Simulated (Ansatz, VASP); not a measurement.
Tl: VASP beside Ansatz

```xyz
2
Lattice="3.4560 -0.0173 -0.0173 -1.7430 3.0016 -0.0063 -0.0276 -0.0276 5.5250" Properties=species:S:1:pos:R:3 pbc="T T T"
Tl   -0.0169    1.9884    1.3713
Tl    1.7023    0.9683    4.1301
```

Change from the starting cell: equal xy, yz and zx shear strains of -1 %, crystal datasets.

Alike in both runs: task electric field gradients; functional LDA; k mesh 11 × 11 × 6; occupations fermi-dirac, width 0.05 eV; no spin polarisation.

|  | VASP | Ansatz |
| --- | --- | --- |
| version | VASP 6.6.1 | Ansatz 0.2.0 |
| potentials or method | VASP PAW LDA potentials, release 64 (Tl_d), cutoff 520 eV | all-electron PAW with datasets made for the crystal, scalar-relativistic |

```tsv
	VASP	Ansatz	Ansatz less VASP
pressure (GPa)	-1.7	-1.8	-0.03
rms of the force components (eV/Å)	0.006	0.006	0.0000
size of Vzz on the site where it differs most (V/Å²)	23.6	23.8	+0.18
```

LDA's correlation is that of Perdew and Zunger in VASP and of Perdew and Wang (1992) in Ansatz. Atom by atom the forces differ by 0.000 eV/Å (rms over components). Ansatz ran all-electron here, and VASP with PAW potentials.

Neither program's run includes spin-orbit coupling.
